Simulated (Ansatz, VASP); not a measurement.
## Two plane-wave programs on WC

```
W C
1.0
     2.97542    0.00000    0.00000
    -1.48771    2.57679    0.00000
     0.00000    0.00000   11.03158
W C
4 4
Direct
  0.66667 0.33333 0.87785
  0.33333 0.66667 0.12215
  0.33333 0.66667 0.37785
  0.66667 0.33333 0.62215
  0.00000 0.00000 0.00000
  0.00000 0.00000 0.50000
  0.66667 0.33333 0.25000
  0.33333 0.66667 0.75000
```

Alike in both runs: functional PBE; k mesh 12 × 12 × 4; occupations gaussian, width 0.1 eV; no spin polarisation.

Ansatz relaxed the structure, and its values are those at the end. VASP's run is a single point on that final structure, the one shown.

|  | VASP | Ansatz |
| --- | --- | --- |
| version | VASP 6.6.1 | Ansatz 0.2.0 |
| potentials or method | VASP PAW PBE potentials, release 64 (W_sv, C), cutoff 520 eV | scalar-relativistic, plane waves, PAW |
| valence electrons in the cell | 72 | 72 |

Ansatz gave:

```
gap on the k mesh at the Fermi level (eV) : none
pressure (GPa)                            : 0.0
```

Q: What did VASP give for the same quantities?

A: gap on the k mesh at the Fermi level (eV): none; pressure (GPa): 0.9.

A gap of «none» marks a metal or a gap that the smearing closes.

Spin-orbit coupling is off throughout.
